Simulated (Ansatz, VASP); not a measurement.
## Two plane-wave programs on ZrN

```xyz
2
Lattice="0.0000 2.2984 2.2984 2.2984 0.0000 2.2984 2.2984 2.2984 0.0000" Properties=species:S:1:pos:R:3 pbc="T T T"
Zr    2.2984    2.2984    2.2984
N     0.0000    0.0000    0.0000
```

Alike in both runs: functional PBE; k mesh 8 × 8 × 8; occupations gaussian, width 0.1 eV; no spin polarisation.

Ansatz relaxed the structure, and its values are those at the end. VASP's run is a single point on that final structure, the one shown.

```csv
,VASP,Ansatz
version,VASP 6.6.1,Ansatz 0.2.0
potentials or method,"VASP PAW PBE potentials, release 64 (Zr_sv, N), cutoff 600 eV","scalar-relativistic, plane waves, PAW"
valence electrons in the cell,17,17
```

```csv
,VASP,Ansatz,Ansatz less VASP
gap on the k mesh at the Fermi level (eV),none,none,-
pressure (GPa),0.0,-0.1,-0.15
```

A gap of «none» marks a metal or a gap that the smearing closes. With one functional, cell and mesh, what is left measures potentials, basis and numerics.
